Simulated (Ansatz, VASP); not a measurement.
Two plane-wave programs on AlIr6

```
CELL_PARAMETERS angstrom
5.94245 0.00000 0.00000
0.00000 5.94245 0.00000
0.00000 0.00000 5.94245
ATOMIC_POSITIONS crystal
Al 0.00000 0.00000 0.00000
Ir 0.19825 0.50000 0.50000
Ir 0.50000 0.19825 0.50000
Ir 0.80175 0.50000 0.50000
Ir 0.50000 0.80175 0.50000
Ir 0.50000 0.50000 0.19825
Ir 0.50000 0.50000 0.80175
```

Change from the starting cell: species swapped into the GdB6 type (Pm-3m, No. 221).

Alike in both runs: functional PBE; k mesh 6 × 6 × 6; occupations gaussian, width 0.1 eV; no spin polarisation.

Ansatz relaxed the structure, and its values are those at the end. VASP's run is a single point on that final structure, the one shown.

```csv
,VASP,Ansatz
version,VASP 6.6.1,Ansatz 0.2.0
potentials or method,"VASP PAW PBE potentials, release 64 (Al, Ir_sv_GW), cutoff 500 eV","scalar-relativistic, plane waves, PAW"
valence electrons in the cell,105,105
```

```tsv
	VASP	Ansatz	Ansatz less VASP
gap on the k mesh at the Fermi level (eV)	none	none	-
pressure (GPa)	-1.4	0.0	+1.32
rms of the force components (eV/Å)	0.005	0.003	-0.0016
```

A gap of «none» marks a metal or a gap that the smearing closes. The functional is the same, so the differences come from potentials, cutoffs and numerics.

Neither program's run includes spin-orbit coupling.
